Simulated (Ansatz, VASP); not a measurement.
## One calculation of MnAs, two programs

The input INCAR:

```
SYSTEM = MnAs
PREC = Accurate
ENCUT = 600
EDIFF = 1E-7
ISMEAR = -1
SIGMA = 0.05
LREAL = .False.
LASPH = .True.
NELM = 150
ALGO = Normal
ISIF = 3
LWAVE = .False.
LCHARG = .False.
ISPIN = 2
MAGMOM = 0 0 4 4
LORBIT = 11
LMAXMIX = 4
GGA = B5
ALDAX = 1.0
AGGAX = 1.0
AGGAC = 1.0
ALDAC = 0.0
IVDW = 13
VDW_S6 = 1.0
VDW_S8 = 2.34076671
VDW_A1 = 0.44488865
VDW_A2 = 4.0933009
IBRION = 2
NSW = 60
EDIFFG = -0.01
```

Contents of KPOINTS:

```
regular mesh
0
Gamma
  8 8 5
  0 0 0
```

POSCAR

```
MnAs
1.0
    3.7100000000      0.0000000000      0.0000000000
   -1.8550000000      3.2129542480      0.0000000000
    0.0000000000      0.0000000000      5.6910000000
As Mn
2 2
Direct
    0.6666666667      0.3333333333      0.7500000000
    0.3333333333      0.6666666667      0.2500000000
    0.0000000000      0.0000000000      0.5000000000
    0.0000000000      0.0000000000      0.0000000000
```

Contents of input.yaml:

```yaml
crystal:
  lattice:
    - [3.71, 0.0, 0.0]
    - [-1.855, 3.212954248, 0.0]
    - [0.0, 0.0, 5.691]
  atoms:
    - { symbol: As, position: [0.6666666667, 0.3333333333, 0.75] }
    - { symbol: As, position: [0.3333333333, 0.6666666667, 0.25] }
    - { symbol: Mn, position: [0.0, 0.0, 0.5], spin: 4.0 }
    - { symbol: Mn, position: [0.0, 0.0, 0.0], spin: 4.0 }
hamiltonian:
  xc: blyp
  pseudopotentials: { kind: paw }
  dispersion: d4
magnetization:
  spin_polarized: true
kpoints:
  mp_grid: { grid: [8, 8, 5] }
scf:
  occupations: { method: fermi_dirac, width: 0.05 }
output:
  forces: true
  stress: true
  write_density: true
  write_potential: true
  elf: true
  volumetric_format: npy
relax:
  f_tol: 0.01
  max_steps: 40
  cell: { stress_tol: 0.05 }
```

Alike in both runs: task relaxation of cell and atoms; functional BLYP; dispersion D4; k mesh 8 × 8 × 5; occupations fermi-dirac, width 0.05 eV; collinear spin.

|  | VASP | Ansatz |
| --- | --- | --- |
| version | VASP 6.6.1 | Ansatz 0.2.0 |
| potentials or method | VASP PAW PBE potentials, release 64 (As, Mn_pv) | Ansatz PAW |
| plane-wave cutoff (eV) | 600 | 420 |
| valence electrons in the cell | 36 | 60 |

Ansatz gave:

| Item | Value |
| --- | --- |
| gap on the k mesh at the Fermi level, each at its own relaxed structure (eV) | none |
| net moment per atom (μB) | 1.33 |
| size of the moment on the site where the two differ most (μB) | 2.65 |
| relaxed volume (Å³/atom) | 15.55 |
| relaxed cell length with the largest relative difference (Å) | 3.617 |

Task: Estimate VASP's values.

Result: gap on the k mesh at the Fermi level, each at its own relaxed structure (eV): none; net moment per atom (μB): 1.33; size of the moment on the site where the two differ most (μB): 2.71; relaxed volume (Å³/atom): 15.59; relaxed cell length with the largest relative difference (Å): 3.622.

VASP's potentials were made for PBE, not for BLYP. Site moments also hang on the region over which each program counts them. A gap of «none» marks a metal or a gap that the smearing closes. VASP's potentials hold 36 valence electrons a cell and Ansatz's 60, so a difference there can come from the potentials and not from the codes.

Noted on Ansatz's run: the plane-wave basis is chosen anew once the cell has moved, so the energies of steps on either side of that aren't comparable.
